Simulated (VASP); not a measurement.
# IrRh2 (P6/mmm) in VASP: notebook

The runs below take IrRh2 through single point, relaxation of cell and atoms, with PBE.

All numbers are computed with VASP 6.6.1; they aren't measurements. Logs are shortened: lines on timing, memory, paths and dates and some standing lists are left out, and cuts for length are marked.

### Step 1. The cell of the first run

It takes space group P6/mmm (No. 191, hexagonal). The conventional cell has a = 3.397 Å, b = 3.397 Å, c = 3.667 Å, α = 90.00°, β = 90.00°, γ = 120.00°. Ir (site symmetry 6/mmm) has 12 Rh at 2.68 Å and 6 Ir at 3.40 Å within 3.5 Å. Within 2.6 Å of Rh (site symmetry -6m2) lie 3 Rh at 1.96 Å.

### Step 2. Single point, PBE

The input, INCAR:

```
SYSTEM = IrRh2
PREC = Accurate
ENCUT = 520
EDIFF = 1E-6
ISMEAR = 0
SIGMA = 0.1
LREAL = .FALSE.
LASPH = .TRUE.
NELM = 60
ALGO = Normal
ISIF = 2
LWAVE = .FALSE.
LCHARG = .FALSE.
GGA = PE
NBANDS = 26
```

The input, KPOINTS:

```
Automatic mesh
0
G
  6 6 6
  0 0 0
```

The input, POSCAR:

```
IrRh2
1.0
    3.3966348035      0.0000000000      0.0000000000
   -1.6983174018      2.9415720273      0.0000000000
    0.0000000000      0.0000000000      3.6674628277
Ir Rh
1 2
Direct
    0.0000000000      0.0000000000      0.0000000000
    0.3333333333      0.6666666667      0.5000000000
    0.6666666667      0.3333333333      0.5000000000
```

Potentials or basis: VASP PAW PBE potentials, release 64 (Ir, Rh_pv).

The run is started by

```
cat potpaw_PBE.64/Ir/POTCAR potpaw_PBE.64/Rh_pv/POTCAR > POTCAR
mpirun -np 1 vasp_std > vasp.out
```

OUTCAR:

```text
SYSTEM = IrRh2
   PREC = Accurate
   ENCUT = 520
   EDIFF = 1E-6
   ISMEAR = 0
   LREAL = .FALSE.
   LASPH = .TRUE.
   NELM = 60
   ISIF = 2
   GGA = PE

 ion  position               nearest neighbor table
   1  0.000  0.000  0.000-   2 2.68   3 2.68   2 2.68   3 2.68   3 2.68   3 2.68   2 2.68   2 2.68
                             3 2.68   3 2.68   2 2.68   2 2.68
   2  0.333  0.667  0.500-   3 1.96   3 1.96   3 1.96   1 2.68   1 2.68   1 2.68   1 2.68   1 2.68
                             1 2.68
   3  0.667  0.333  0.500-   2 1.96   2 1.96   2 1.96   1 2.68   1 2.68   1 2.68   1 2.68   1 2.68
                             1 2.68

  LATTYP: Found a hexagonal cell.
 ALAT       =     3.3966348035
 C/A-ratio  =     1.0797342193

  Lattice vectors:

 A1 = (   3.3966348035,   0.0000000000,   0.0000000000)
 A2 = (  -1.6983174018,   2.9415720273,   0.0000000000)
 A3 = (   0.0000000000,   0.0000000000,   3.6674628277)

Analysis of symmetry for initial positions (statically):
=====================================================================
 Subroutine PRICEL returns:
 Original cell was already a primitive cell.

 Routine SETGRP: Setting up the symmetry group for a
 hexagonal supercell.

 Subroutine GETGRP returns: Found 24 space group operations
 (whereof 24 operations were pure point group operations)
 out of a pool of 24 trial point group operations.

The static configuration has the point symmetry D_6h.

Analysis of symmetry for dynamics (positions and initial velocities):
=====================================================================
 Subroutine PRICEL returns:
 Original cell was already a primitive cell.

 Routine SETGRP: Setting up the symmetry group for a
 hexagonal supercell.

 Subroutine GETGRP returns: Found 24 space group operations
 (whereof 24 operations were pure point group operations)
 out of a pool of 24 trial point group operations.

The dynamic configuration has the point symmetry D_6h.

 Subroutine INISYM returns: Found 24 space group operations
 (whereof 24 operations are pure point group operations),
 and found     1 'primitive' translations

----------------------------------------------------------------------------------------

                                     Primitive cell

  volume of cell :      36.6433

  direct lattice vectors                    reciprocal lattice vectors
     3.396634804  0.000000000  0.000000000     0.294409042  0.169977140  0.000000000
    -1.698317402  2.941572027  0.000000000     0.000000000  0.339954280  0.000000000
     0.000000000  0.000000000  3.667462828     0.000000000  0.000000000  0.272668067

  length of vectors
     3.396634804  3.396634804  3.667462828     0.339954280  0.339954280  0.272668067

  position of ions in fractional coordinates (direct lattice)
     0.000000000  0.000000000  0.000000000
     0.333333333  0.666666667  0.500000000
     0.666666667  0.333333333  0.500000000

  ion indices of the primitive-cell ions
   primitive index   ion index
                 1           1
                 2           2
                 3           3

----------------------------------------------------------------------------------------

 KPOINTS: Automatic mesh

Automatic generation of k-mesh.
 Grid dimensions read from file:
 generate k-points for:    6    6    6

 Generating k-lattice:

  Cartesian coordinates                     Fractional coordinates (reciprocal lattice)
     0.049068174  0.028329523  0.000000000     0.166666667  0.000000000  0.000000000
     0.000000000  0.056659047  0.000000000     0.000000000  0.166666667  0.000000000
     0.000000000  0.000000000  0.045444678     0.000000000  0.000000000  0.166666667

  Length of vectors
     0.056659047  0.056659047  0.045444678

  Shift w.r.t. Gamma in fractional coordinates (k-lattice)
     0.000000000  0.000000000  0.000000000

 Subroutine IBZKPT returns following result:
 ===========================================

 Found     28 irreducible k-points:

 Following reciprocal coordinates:
            Coordinates               Weight
  0.000000  0.000000  0.000000      1.000000
  0.166667 -0.000000  0.000000      6.000000
  0.333333 -0.000000  0.000000      6.000000
  0.500000 -0.000000  0.000000      3.000000
  0.166667  0.166667  0.000000      6.000000
  0.333333  0.166667  0.000000     12.000000
[... 16 lines left out ...]
  0.166667 -0.000000  0.500000      6.000000
  0.333333 -0.000000  0.500000      6.000000
 [... further k-points ...]
   k-points           NKPTS =     28   k-points in BZ     NKDIM =     28   number of bands    NBANDS=     26
   number of dos      NEDOS =    301   number of ions     NIONS =      3
   total plane-waves  NPLWV =  21952
   dimension x,y,z NGX =    28 NGY =   28 NGZ =   28
   dimension x,y,z NGXF=    56 NGYF=   56 NGZF=   56
   ions per type =               1   2
   NGX,Y,Z   is equivalent  to a cutoff of  13.70, 13.70, 12.69 a.u.
   NGXF,Y,Z  is equivalent  to a cutoff of  27.41, 27.41, 25.38 a.u.
 SYSTEM =  IrRh2
   PREC   = accura    normal or accurate (medium, high low for compatibility)
   ISTART =      0    job   : 0-new  1-cont  2-samecut
   ICHARG =      2    charge: 1-file 2-atom 10-const
   ISPIN  =      1    spin polarized calculation?
   LNONCOLLINEAR =      F non collinear calculations
   LSORBIT =      F    spin-orbit coupling
   LASPH  =      T    aspherical Exc in radial PAW
   ENCUT  =  520.0 eV  38.22 Ry    6.18 a.u.   6.32  6.32  6.82*2*pi/ulx,y,z
   NELM   =     60;   NELMIN=  2; NELMDL= -5     # of ELM steps
   EDIFF  = 0.1E-05   stopping-criterion for ELM
   LREAL  =      F    real-space projection
   EDIFFG = 0.1E-04   stopping-criterion for IOM
   NSW    =      0    number of steps for IOM
   IBRION =     -1    ionic relax: 0-MD 1-quasi-New 2-CG
   NFREE  =      0    steps in history (QN), initial steepest desc. (CG)
   ISIF   =      2    stress and relaxation
   ISYM   =      2    0-nonsym 1-usesym 2-fastsym
   POTIM  = 0.5000    time-step for ionic-motion
   TEBEG  =    0.0;   TEEND  =   0.0 temperature during run
   PSTRESS=    0.0 pullay stress
   NELECT =      39.0000    total number of electrons
   NUPDOWN=      -1.0000    fix difference up-down
   EMIN   =  10.00;   EMAX   =-10.00  energy-range for DOS
   EFERMI =   0.00;   METHOD = LEGACY
   ISMEAR =     0;   SIGMA  =   0.10  broadening in eV -4-tet -1-fermi 0-gaus
   EFERMI_NEDOS =   21; number of points for ismear=-14 and -15
   IALGO  =     38    algorithm
   IMIX   =      4    mixing-type and parameters
     AMIX     =   0.40;   BMIX     =  1.00
     AMIX_MAG =   1.60;   BMIX_MAG =  1.00
  volume/ion in A,a.u.               =      12.21        82.43
  Fermi-wavevector in a.u.,A,eV,Ry     =   1.671469  3.158619 38.012077  2.793809
  Thomas-Fermi vector in A             =   2.756786
   LORBIT       =      0    0 simple, 1 ext, 2 COOP (PROOUT), +10 PAW based schemes
   GGA     = PE    functional components
   LHFCALC =     F    Hartree Fock is set to
   AEXX    =    0.0000 exact exchange contribution
   IVDW    =     0    specifies the selected vdW correction
   LEPSILON=     F    determine dielectric tensor
   LRPA    =     F    only Hartree local field effects (RPA)
 non-spin polarized calculation
 Gauss-broadening in eV      SIGMA  =   0.10
  energy-cutoff  :      520.00
  volume of cell :       36.64
 maximum number of plane-waves:      1004
 NGX is ok and might be reduce to    28
   NGX = 13   NGY = 13   NGZ = 13

 number of electron      38.9999995 magnetization

 Free energy of the ion-electron system (eV)
  ---------------------------------------------------
  ext. energy  EPLUGINS =         0.00000000
  ---------------------------------------------------
  free energy    TOTEN  =       -11.46781127 eV

  energy without entropy =      -11.44748125  energy(sigma->0) =      -11.45764626

 E-fermi :  14.1033     XC(G=0): -14.6337

 val. band max:       14.0886329155   @ k =   0.3333  -0.0000   0.3333
 cond. band min:      14.1176874982   @ k =   0.1667   0.1667   0.5000
 fundamental gap:      0.0290545827
 Fermi energy:        14.1032771061

 k-point     1 :       0.0000    0.0000    0.0000
  band No.  band energies     occupation
      1     -36.7982      2.00000
      2     -36.7982      2.00000
      3     -34.5432      2.00000
      4     -33.3307      2.00000
      5     -33.0685      2.00000
      6     -33.0685      2.00000
[... 18 lines left out ...]
     25      27.7731      0.00000
     26      27.7731      0.00000

 k-point     2 :       0.1667   -0.0000    0.0000
  band No.  band energies     occupation
      1     -36.8843      2.00000
      2     -36.6198      2.00000
      3     -34.4765      2.00000
      4     -33.4062      2.00000
      5     -33.2407      2.00000
      6     -32.9468      2.00000
[... 18 lines left out ...]
     25      24.5810      0.00000
     26      27.0578      0.00000

 k-point     3 :       0.3333   -0.0000    0.0000
  band No.  band energies     occupation
      1     -37.0429      2.00000
      2     -36.1982      2.00000
      3     -34.3015      2.00000
      4     -33.6477      2.00000
      5     -33.5986      2.00000
      6     -32.7166      2.00000
[... 18 lines left out ...]
     25      23.5818      0.00000
     26      26.6701      0.00000

 k-point     4 :       0.5000   -0.0000    0.0000
  band No.  band energies     occupation
      1     -37.1165      2.00000
      2     -35.9290      2.00000
      3     -34.1590      2.00000
      4     -33.9084      2.00000
      5     -33.7498      2.00000
      6     -32.6069      2.00000
[... 18 lines left out ...]
     25      26.1891      0.00000
     26      26.5583      0.00000
[... 496 lines left out ...]
      1     -36.7969      2.00000
      2     -36.7969      2.00000
      3     -34.5677      2.00000
      4     -33.3382      2.00000
      5     -33.0716      2.00000
      6     -33.0716      2.00000
[... 18 lines left out ...]
     25      25.3709      0.00000
     26      27.3576      0.00000

 k-point    23 :       0.1667   -0.0000    0.5000
  band No.  band energies     occupation
      1     -36.8842      2.00000
      2     -36.6194      2.00000
      3     -34.4964      2.00000
      4     -33.4143      2.00000
      5     -33.2399      2.00000
      6     -32.9489      2.00000
[... 18 lines left out ...]
     25      26.0403      0.00000
     26      26.4185      0.00000

 k-point    24 :       0.3333   -0.0000    0.5000
  band No.  band energies     occupation
      1     -37.0448      2.00000
      2     -36.1955      2.00000
      3     -34.3121      2.00000
      4     -33.6446      2.00000
      5     -33.6081      2.00000
      6     -32.7169      2.00000
[... 18 lines left out ...]
     25      23.6515      0.00000
     26      26.7959      0.00000

 [... further k-points ...]

------------------------ aborting loop because EDIFF is reached ----------------------------------------

  FORCE on cell =-STRESS in cart. coord.  units (eV):
  Direction    XX          YY          ZZ          XY          YZ          ZX
  --------------------------------------------------------------------------------------
  -------------------------------------------------------------------------------------
  Total       57.7628198     57.7628198     10.8967519     -0.0000000     -0.0000000      0.0000000
  in kB     2525.6019570   2525.6019572    476.4458853     -0.0000000     -0.0000000      0.0000000
  external PRESSURE =    1842.5499332 kB  Pullay stress =       0.0000000 kB

 VOLUME and BASIS-vectors are now :
 -----------------------------------------------------------------------------
  energy-cutoff  :      520.00
  volume of cell :       36.64
      direct lattice vectors                 reciprocal lattice vectors
     3.396634804  0.000000000  0.000000000     0.294409042  0.169977140  0.000000000
    -1.698317402  2.941572027  0.000000000     0.000000000  0.339954280  0.000000000
     0.000000000  0.000000000  3.667462828     0.000000000  0.000000000  0.272668067

 POSITION                                       TOTAL-FORCE (eV/Angst)
 -----------------------------------------------------------------------------------
      0.00000      0.00000      0.00000        -0.000000      0.000000      0.000000
     -0.00000      1.96105      1.83373        -0.000000      0.000000      0.000000
      1.69832      0.98052      1.83373         0.000000      0.000000     -0.000000
 -----------------------------------------------------------------------------------
    total drift:                               -0.000000      0.000000     -0.000000

  FREE ENERGIE OF THE ION-ELECTRON SYSTEM (eV)
  ---------------------------------------------------
  free  energy   TOTEN  =       -11.4678112712 eV

  energy  without entropy=      -11.4474812480  energy(sigma->0) =      -11.45764626
```

Wall time 24 s (1 thread of Intel Xeon 6975P-C, shared host); peak memory 0.17 GiB.

Results:

* Free energy: -11.4678 eV
* Pressure: 184.3 GPa

Caveat: spin-orbit coupling is left out, which moves the levels of the heavy elements.

[end of part 1 of 2]
